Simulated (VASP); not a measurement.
# CaPtSe2 (P6_3mc) in VASP: further runs, part 2 of 2

VASP 6.6.1. The steps go on from the part before.

## 3. Single point, PBE

This run uses another cell than the first one, of 17.76 Å³/atom.

INCAR reads:

```
  PREC = Accurate
  ENCUT = 520
  EDIFF = 1E-6
  ISMEAR = 0
  SIGMA = 0.1
  LREAL = F
  LASPH = T
  NELM = 60
  ALGO = Normal
  ISIF = 2
  LWAVE = F
  LCHARG = T
  GGA = PE
  LELF = T
  LVHAR = T
  NBANDS = 42
```

KPOINTS reads:

```
regular mesh
0
Gamma
  6 6 2
```

POSCAR reads:

```
CaPtSe2
1.0
    3.7533437100      0.0000000000      0.0000000000
   -1.8766718600      3.2504910100      0.0000000000
    0.0000000000      0.0000000000     11.6447373400
Ca Pt Se
2 2 4
Direct
    0.6666666700      0.3333333300      0.3605371900
    0.3333333300      0.6666666700      0.8605371900
    0.6666666700      0.3333333300      0.1118004400
    0.3333333300      0.6666666700      0.6118004400
    0.0000000000      0.0000000000      0.0000000000
    0.3333333300      0.6666666700      0.2210743700
    0.0000000000      0.0000000000      0.5000000000
    0.6666666700      0.3333333300      0.7210743700
```

Potentials or basis: VASP PAW PBE potentials, release 64 (Ca_sv, Pt, Se).

Run with:

```bash
> cat potpaw_PBE.64/Ca_sv/POTCAR potpaw_PBE.64/Pt/POTCAR potpaw_PBE.64/Se/POTCAR > POTCAR
> mpirun -np 1 vasp_std > vasp.out
```

OUTCAR:

```text
PREC = Accurate
   ENCUT = 520
   EDIFF = 1E-6
   ISMEAR = 0
   LREAL = F
   LASPH = T
   NELM = 60
   ISIF = 2
   GGA = PE

 ion  position               nearest neighbor table
   1  0.667  0.333  0.361-   7 2.71   7 2.71   7 2.71   6 2.71   6 2.71   6 2.71   3 2.90
   2  0.333  0.667  0.861-   5 2.71   5 2.71   5 2.71   8 2.71   8 2.71   8 2.71   4 2.90
   3  0.667  0.333  0.112-   6 2.51   6 2.51   6 2.51   5 2.53   5 2.53   5 2.53   1 2.90
   4  0.333  0.667  0.612-   8 2.51   8 2.51   8 2.51   7 2.53   7 2.53   7 2.53   2 2.90
   5  0.000  0.000  0.000-   3 2.53   3 2.53   3 2.53   2 2.71   2 2.71   2 2.71
   6  0.333  0.667  0.221-   3 2.51   3 2.51   3 2.51   1 2.71   1 2.71   1 2.71
   7  0.000  0.000  0.500-   4 2.53   4 2.53   4 2.53   1 2.71   1 2.71   1 2.71
   8  0.667  0.333  0.721-   4 2.51   4 2.51   4 2.51   2 2.71   2 2.71   2 2.71

  LATTYP: Found a hexagonal cell.
 ALAT       =     3.7533437100
 C/A-ratio  =     3.1024969307

  Lattice vectors:

 A1 = (   3.7533437100,   0.0000000000,   0.0000000000)
 A2 = (  -1.8766718600,   3.2504910100,   0.0000000000)
 A3 = (   0.0000000000,   0.0000000000,  11.6447373400)

Analysis of symmetry for initial positions (statically):
=====================================================================
 Subroutine PRICEL returns:
 Original cell was already a primitive cell.

 Routine SETGRP: Setting up the symmetry group for a
 hexagonal supercell.

 Subroutine GETGRP returns: Found 12 space group operations
 (whereof  6 operations were pure point group operations)
 out of a pool of 24 trial point group operations.

The static configuration has the point symmetry C_3v.
 The point group associated with its full space group is C_6v.

Analysis of symmetry for dynamics (positions and initial velocities):
=====================================================================
 Subroutine PRICEL returns:
 Original cell was already a primitive cell.

 Routine SETGRP: Setting up the symmetry group for a
[... 133 lines left out ...]
   GGA     = PE    functional components
   LHFCALC =     F    Hartree Fock is set to
   AEXX    =    0.0000 exact exchange contribution
   IVDW    =     0    specifies the selected vdW correction
   LEPSILON=     F    determine dielectric tensor
   LRPA    =     F    only Hartree local field effects (RPA)
 non-spin polarized calculation
 Gauss-broadening in eV      SIGMA  =   0.10
  energy-cutoff  :      520.00
  volume of cell :      142.07
 maximum number of plane-waves:      3844
 NGX is ok and might be reduce to    28
   NGX = 13   NGY = 13   NGZ = 43

 number of electron      64.0000004 magnetization

 Free energy of the ion-electron system (eV)
  ---------------------------------------------------
  ext. energy  EPLUGINS =         0.00000000
  ---------------------------------------------------
  free energy    TOTEN  =       -33.76144980 eV

  energy without entropy =      -33.74242291  energy(sigma->0) =      -33.75193635

 E-fermi :   8.0425     XC(G=0): -11.2559

 val. band max:        7.9720964727   @ k =   0.3333   0.3333   0.0000
 cond. band min:       8.0883834970   @ k =   0.1667   0.0000   0.0000
 fundamental gap:      0.1162870243
 Fermi energy:         8.0425314875

 k-point     1 :       0.0000    0.0000    0.0000
  band No.  band energies     occupation
      1     -32.4818      2.00000
      2     -32.4816      2.00000
      3     -13.8497      2.00000
      4     -13.8223      2.00000
      5     -13.5379      2.00000
      6     -13.5379      2.00000
[... 619 lines left out ...]
     41      12.3720      0.00000
     42      12.3720      0.00000

------------------------ aborting loop because EDIFF is reached ----------------------------------------

  FORCE on cell =-STRESS in cart. coord.  units (eV):
  Direction    XX          YY          ZZ          XY          YZ          ZX
  --------------------------------------------------------------------------------------
  -------------------------------------------------------------------------------------
  Total       24.5224508     24.5224509     24.1884301     -0.0000000     -0.0000000      0.0000000
  in kB      276.5524121    276.5524135    272.7854873     -0.0000004     -0.0000000      0.0000000
  external PRESSURE =     275.2967710 kB  Pullay stress =       0.0000000 kB

 VOLUME and BASIS-vectors are now :
 -----------------------------------------------------------------------------
  energy-cutoff  :      520.00
  volume of cell :      142.07
      direct lattice vectors                 reciprocal lattice vectors
     3.753343710  0.000000000  0.000000000     0.266429104  0.153822915  0.000000000
    -1.876671860  3.250491010  0.000000000     0.000000000  0.307645829  0.000000000
     0.000000000  0.000000000 11.644737340     0.000000000  0.000000000  0.085875703

 POSITION                                       TOTAL-FORCE (eV/Angst)
 -----------------------------------------------------------------------------------
      1.87667      1.08350      4.19836        -0.000000      0.000000      0.653704
     -0.00000      2.16699     10.02073         0.000000     -0.000000      0.653704
      1.87667      1.08350      1.30189        -0.000000     -0.000000     -0.966858
     -0.00000      2.16699      7.12426         0.000000     -0.000000     -0.966858
      0.00000      0.00000      0.00000        -0.000000     -0.000000      0.111041
     -0.00000      2.16699      2.57435         0.000000     -0.000000      0.202113
      0.00000      0.00000      5.82237         0.000000     -0.000000      0.111041
      1.87667      1.08350      8.39672        -0.000000      0.000000      0.202113
 -----------------------------------------------------------------------------------
    total drift:                               -0.000028      0.000016      0.000395

  FREE ENERGIE OF THE ION-ELECTRON SYSTEM (eV)
  ---------------------------------------------------
  free  energy   TOTEN  =       -33.7614498019 eV

  energy  without entropy=      -33.7424229054  energy(sigma->0) =      -33.75193635
```

OSZICAR:

```text
N       E                     dE             d eps       ncg     rms          rms(c)
DAV:   1     0.519883720605E+03    0.51988E+03   -0.30713E+04  1176   0.146E+03
DAV:   2     0.533998735117E+01   -0.51454E+03   -0.49121E+03  1300   0.370E+02
DAV:   3    -0.347624779016E+02   -0.40102E+02   -0.38884E+02  1758   0.883E+01
DAV:   4    -0.369188068000E+02   -0.21563E+01   -0.21356E+01  1864   0.171E+01
DAV:   5    -0.369818424755E+02   -0.63036E-01   -0.62992E-01  1636   0.247E+00    0.211E+01
DAV:   6    -0.346387014567E+02    0.23431E+01   -0.23793E+01  1338   0.270E+01    0.187E+01
DAV:   7    -0.337859887785E+02    0.85271E+00   -0.41682E+00  1422   0.123E+01    0.901E+00
DAV:   8    -0.338133089317E+02   -0.27320E-01   -0.91502E-01  1422   0.482E+00    0.233E+00
DAV:   9    -0.337597182741E+02    0.53591E-01   -0.20824E-01  1518   0.288E+00    0.372E-01
DAV:  10    -0.337611965867E+02   -0.14783E-02   -0.22302E-02  1448   0.597E-01    0.151E-01
DAV:  11    -0.337613642527E+02   -0.16767E-03   -0.97271E-04  1818   0.130E-01    0.679E-02
DAV:  12    -0.337614433959E+02   -0.79143E-04   -0.95292E-05  1424   0.546E-02    0.201E-02
DAV:  13    -0.337614500039E+02   -0.66080E-05   -0.21426E-05  1414   0.281E-02    0.670E-03
DAV:  14    -0.337614498019E+02    0.20202E-06   -0.45342E-06  1296   0.110E-02
   1 F= -.33761450E+02 E0= -.33751936E+02  d E =-.190269E-01
```

stdout:

```text
POSCAR found type information on POSCAR CaPtSe
 POSCAR found :  3 types and       8 ions
 scaLAPACK will be used
 LDA part: xc-table for (Slater+PW92), standard interpolation
 POSCAR, INCAR and KPOINTS ok, starting setup
 FFT: planning ... GRIDC
 FFT: planning ... GRID_SOFT
 FFT: planning ... GRID
 WAVECAR not read
 entering main loop
```

Wall time 3 min (1 thread of Intel Xeon 8259CL, shared host); peak memory 0.29 GiB.

What came out:

- Free energy: -33.7614 eV
- Pressure: 27.5 GPa
- Largest force: 0.967 eV/Å
- Band gap on the k mesh: zero (bands 32 and 33 overlap by 0.64 eV)

Forces in eV/Å, atoms in the order of the input:
```
Ca   0.000  0.000  0.654
Ca   0.000  0.000  0.654
Pt   0.000  0.000 -0.967
Pt   0.000  0.000 -0.967
Se   0.000  0.000  0.111
Se   0.000  0.000  0.202
Se   0.000  0.000  0.111
Se   0.000  0.000  0.202
```

Caveat: the cell stands under pressure; spin-orbit coupling is left out, which moves the levels of the heavy elements.

The gap in the log of VASP goes by the Fermi energy; the results here count the filled bands.